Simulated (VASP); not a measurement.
# Al12H in VASP: single point with PBE

Aim: the single point of Al12H with PBE.

Program: VASP 6.6.1. These are calculated values, not measurements. Logs are shortened: lines on timing, memory, paths and dates and some standing lists are left out, and cuts for length are marked.

## 1. The cell of the first run

The cell holds a slab with vacuum, 13 atoms: a = 5.714 Å, b = 5.714 Å, c = 20.102 Å, α = 90.00°, β = 90.00°, γ = 120.00°.

## 2. Single point, PBE

Input file INCAR:

```
PREC     = Accurate       # precision mode
ENCUT    = 520            # plane-wave cutoff, eV
EDIFF    = 1E-7           # SCF threshold, eV
ISMEAR   = 0              # smearing method
SIGMA    = 0.1            # smearing width, eV
LREAL    = F              # projectors in reciprocal space
LASPH    = T              # aspherical terms in the spheres
NELM     = 60             # most SCF steps
ALGO     = Normal         # electronic algorithm
ISIF     = 2              # what is computed and relaxed
LWAVE    = F              # write WAVECAR
LCHARG   = F              # write CHGCAR
LDIPOL   = T            
IDIPOL   = 3            
DIPOL    = 0.5 0.5 0.327
GGA      = PE             # functional
NBANDS   = 30             # bands
```

Input file KPOINTS:

```
Automatic mesh
0
Gamma
  6 6 1
```

Input file POSCAR:

```
Al12H
1.0
    5.7143028096      0.0000000000      0.0000000000
   -2.8571514048      4.9487313980      0.0000000000
    0.0000000000      0.0000000000     20.1016424997
Al H
12 1
Direct
    0.3333333333      0.1666666667      0.1989887145
    0.3333333333      0.6666666667      0.1989887145
    0.8333333333      0.1666666667      0.1989887145
    0.8333333333      0.6666666667      0.1989887145
    0.1666666667      0.3333333333      0.3134533090
    0.1666666667      0.8333333333      0.3134533090
    0.6666666667      0.3333333333      0.3134533090
    0.6666666667      0.8333333333      0.3134533090
    0.0000000000      0.0000000000      0.4279074459
    0.0000000000      0.5000000000      0.4279074459
    0.5000000000      0.0000000000      0.4279074459
    0.5000000000      0.5000000000      0.4279074459
    0.0000000000      0.1666666667      0.4959313280
```

Potentials or basis: VASP PAW PBE potentials, release 64 (Al, H).

On the command line:

```sh
$ cat potpaw_PBE.64/Al/POTCAR potpaw_PBE.64/H/POTCAR > POTCAR
$ mpirun -np 1 vasp_std > vasp.out
```

OUTCAR:

```text
PREC = Accurate
   ENCUT = 520
   EDIFF = 1E-7
   ISMEAR = 0
   LREAL = F
   LASPH = T
   NELM = 60
   ISIF = 2
   GGA = PE

 ion  position               nearest neighbor table
   1  0.333  0.167  0.199-   5 2.83   6 2.83   7 2.83   4 2.86   2 2.86   2 2.86   4 2.86   3 2.86
                             3 2.86
   2  0.333  0.667  0.199-   6 2.83   5 2.83   8 2.83   3 2.86   1 2.86   1 2.86   3 2.86   4 2.86
                             4 2.86
   3  0.833  0.167  0.199-   7 2.83   8 2.83   5 2.83   4 2.86   2 2.86   4 2.86   2 2.86   1 2.86
                             1 2.86
   4  0.833  0.667  0.199-   8 2.83   7 2.83   6 2.83   3 2.86   1 2.86   3 2.86   1 2.86   2 2.86
                             2 2.86
   5  0.167  0.333  0.313-   9 2.83  12 2.83  10 2.83   1 2.83   2 2.83   3 2.83   8 2.86   6 2.86
                             6 2.86   8 2.86   7 2.86   7 2.86
   6  0.167  0.833  0.313-  10 2.83  11 2.83   9 2.83   2 2.83   1 2.83   4 2.83   7 2.86   5 2.86
                             5 2.86   7 2.86   8 2.86   8 2.86
   7  0.667  0.333  0.313-  11 2.83  10 2.83  12 2.83   3 2.83   4 2.83   1 2.83   8 2.86   6 2.86
                             8 2.86   6 2.86   5 2.86   5 2.86
   8  0.667  0.833  0.313-  12 2.83   9 2.83  11 2.83   4 2.83   3 2.83   2 2.83   7 2.86   5 2.86
                             7 2.86   5 2.86   6 2.86   6 2.86
   9  0.000  0.000  0.428-  13 1.67   5 2.83   8 2.83   6 2.83  12 2.86  10 2.86  10 2.86  12 2.86
                            11 2.86  11 2.86
  10  0.000  0.500  0.428-   6 2.83   7 2.83   5 2.83   9 2.86  11 2.86   9 2.86  11 2.86  12 2.86
                            12 2.86
  11  0.500  0.000  0.428-   7 2.83   6 2.83   8 2.83  10 2.86  12 2.86  12 2.86  10 2.86   9 2.86
                             9 2.86
  12  0.500  0.500  0.428-   8 2.83   5 2.83   7 2.83   9 2.86  11 2.86  11 2.86   9 2.86  10 2.86
                            10 2.86
  13  0.000  0.167  0.496-   9 1.67

  LATTYP: Found a hexagonal cell.
 ALAT       =     5.7143028096
 C/A-ratio  =     3.5177769134

  Lattice vectors:

 A1 = (   5.7143028096,   0.0000000000,   0.0000000000)
 A2 = (  -2.8571514048,   4.9487313980,   0.0000000000)
 A3 = (   0.0000000000,   0.0000000000,  20.1016424997)

Analysis of symmetry for initial positions (statically):
=====================================================================
 Subroutine PRICEL returns:
 Original cell was already a primitive cell.

 Routine SETGRP: Setting up the symmetry group for a
 hexagonal supercell.

 Subroutine GETGRP returns: Found  1 space group operations
 (whereof  1 operations were pure point group operations)
 out of a pool of 24 trial point group operations.

The static configuration has the point symmetry C_1 .

Analysis of symmetry for dynamics (positions and initial velocities):
[... 153 lines left out ...]
   GGA     = PE    functional components
   LHFCALC =     F    Hartree Fock is set to
   AEXX    =    0.0000 exact exchange contribution
   IVDW    =     0    specifies the selected vdW correction
   LEPSILON=     F    determine dielectric tensor
   LRPA    =     F    only Hartree local field effects (RPA)
 non-spin polarized calculation
 Gauss-broadening in eV      SIGMA  =   0.10
  energy-cutoff  :      520.00
  volume of cell :      568.45
 maximum number of plane-waves:     15351
   NGX = 21   NGY = 21   NGZ = 75

 dipolmoment           0.000000      0.000000     -0.155170 electrons x Angstroem

 number of electron      37.0000000 magnetization

 dipolmoment           0.000000      0.000000      0.034482 electrons x Angstroem

 Free energy of the ion-electron system (eV)
  ---------------------------------------------------
  ext. energy  EPLUGINS =         0.00000000
  ---------------------------------------------------
  free energy    TOTEN  =       -45.04487038 eV

  energy without entropy =      -45.02815255  energy(sigma->0) =      -45.03651146

 E-fermi :   0.2231     XC(G=0):  -4.4741

 val. band max:        0.2198355120   @ k =   0.1667   0.1667   0.0000
 cond. band min:       0.2474328591   @ k =   0.0000   0.5000   0.0000
 fundamental gap:      0.0275973472
 Fermi energy:         0.2231399822

 k-point     1 :       0.0000    0.0000    0.0000
  band No.  band energies     occupation
      1     -10.4108      2.00000
      2      -8.7787      2.00000
      3      -6.3278      2.00000
      4      -4.7598      2.00000
      5      -4.5222      2.00000
      6      -4.5043      2.00000
[... 649 lines left out ...]
     29       3.5212      0.00000
     30       3.5349      0.00000

------------------------ aborting loop because EDIFF is reached ----------------------------------------

 vacuum level on the upper side and lower side of the slab       (xc-potential included)         0.077        -0.162

  FORCE on cell =-STRESS in cart. coord.  units (eV):
  Direction    XX          YY          ZZ          XY          YZ          ZX
  --------------------------------------------------------------------------------------
  -------------------------------------------------------------------------------------
  Total       -2.0276768     -2.6425634      0.8505062      0.0011520     -0.1193479     -0.1735247
  in kB       -5.7150580     -7.4481312      2.3971730      0.0032470     -0.3363849     -0.4890838
  external PRESSURE =      -3.5886721 kB  Pullay stress =       0.0000000 kB

 VOLUME and BASIS-vectors are now :
 -----------------------------------------------------------------------------
  energy-cutoff  :      520.00
  volume of cell :      568.45
      direct lattice vectors                 reciprocal lattice vectors
     5.714302810  0.000000000  0.000000000     0.174999476  0.101035995  0.000000000
    -2.857151405  4.948731398  0.000000000     0.000000000  0.202071990  0.000000000
     0.000000000  0.000000000 20.101642500     0.000000000  0.000000000  0.049747179

 POSITION                                       TOTAL-FORCE (eV/Angst)
 -----------------------------------------------------------------------------------
      1.42858      0.82479      4.00000         0.068360      0.024180     -0.099353
     -0.00000      3.29915      4.00000         0.026271      0.038746     -0.069175
      4.28573      0.82479      4.00000        -0.080732     -0.027170     -0.017245
      2.85715      3.29915      4.00000        -0.039334     -0.030474     -0.116646
      0.00000      1.64958      6.30093        -0.014609      0.064043      0.263343
     -1.42858      4.12394      6.30093         0.126921     -0.050333     -0.060699
      2.85715      1.64958      6.30093        -0.005305      0.094638     -0.044509
      1.42858      4.12394      6.30093        -0.042194     -0.037055      0.066758
      0.00000      0.00000      8.60164         0.224422     -0.222173      0.218683
     -1.42858      2.47437      8.60164        -0.028359      0.117597      0.064887
      2.85715      0.00000      8.60164        -0.318170     -0.106543     -0.132191
      1.42858      2.47437      8.60164         0.186321      0.084038     -0.070935
     -0.47619      0.82479      9.96903        -0.103592      0.050506     -0.002919
 -----------------------------------------------------------------------------------
    total drift:                                0.000034      0.000001     -0.000261

  FREE ENERGIE OF THE ION-ELECTRON SYSTEM (eV)
  ---------------------------------------------------
  free  energy   TOTEN  =       -45.0448703805 eV

  energy  without entropy=      -45.0281525481  energy(sigma->0) =      -45.03651146

 vacuum level on the upper side and lower side of the slab         4.331         4.086
```

stdout:

```text
POSCAR found type information on POSCAR AlH
 POSCAR found :  2 types and      13 ions
 scaLAPACK will be used
 LDA part: xc-table for (Slater+PW92), standard interpolation
 POSCAR, INCAR and KPOINTS ok, starting setup
 FFT: planning ... GRIDC
 FFT: planning ... GRID_SOFT
 FFT: planning ... GRID
 WAVECAR not read
 entering main loop
```

Run time: 9.8 min. Hardware: 1 thread of Intel Xeon Platinum 8488C (Sapphire Rapids), shared host; peak memory 0.7 GiB.

Results:

| Quantity | Value |
| --- | --- |
| Free energy | -45.0449 eV |
| Largest force | 0.384 eV/Å |

Forces on the atoms (eV/Å):
```
Al   0.068  0.024 -0.099
Al   0.026  0.039 -0.069
Al  -0.081 -0.027 -0.017
Al  -0.039 -0.030 -0.117
Al  -0.015  0.064  0.263
Al   0.127 -0.050 -0.061
Al  -0.005  0.095 -0.045
Al  -0.042 -0.037  0.067
Al   0.224 -0.222  0.219
Al  -0.028  0.118  0.065
Al  -0.318 -0.107 -0.132
Al   0.186  0.084 -0.071
H   -0.104  0.051 -0.003
```
